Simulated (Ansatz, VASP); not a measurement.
# GaAs in VASP and in Ansatz

```
Ga As
1.0
     3.96195    0.00000    0.00000
     0.00000    5.60305    0.00000
     0.00000    0.00000   19.96200
Ga As
3 3
Cartesian
  0.9905 0.7004 8.0000
  2.9715 3.5019 9.9810
  0.9905 0.7004 11.9620
  2.9715 4.9027 8.0000
  0.9905 2.1011 9.9810
  2.9715 4.9027 11.9620
```

Alike in both runs: task single point; functional LDA; k mesh 7 × 5 × 1; occupations fermi-dirac, width 0.02 eV; no spin polarisation.

```csv
,VASP,Ansatz
version,VASP 6.6.1,Ansatz 0.2.0
potentials or method,"VASP PAW LDA potentials, release 64 (Ga_d, As)","PAW with Ansatz's default frozen-core files, scalar-relativistic"
plane-wave cutoff (eV),520,420
valence electrons in the cell,54,84
```

Ansatz gave:

| Quantity | Value |
| --- | --- |
| rms of the force components (eV/Å) | 0.635 |

Question: Which values does VASP return?

Answer: rms of the force components (eV/Å): 0.626.

LDA's correlation is that of Perdew and Zunger in VASP and of Perdew and Wang (1992) in Ansatz. VASP's potentials hold 54 valence electrons a cell and Ansatz's 84, so a difference there can come from the potentials and not from the codes.
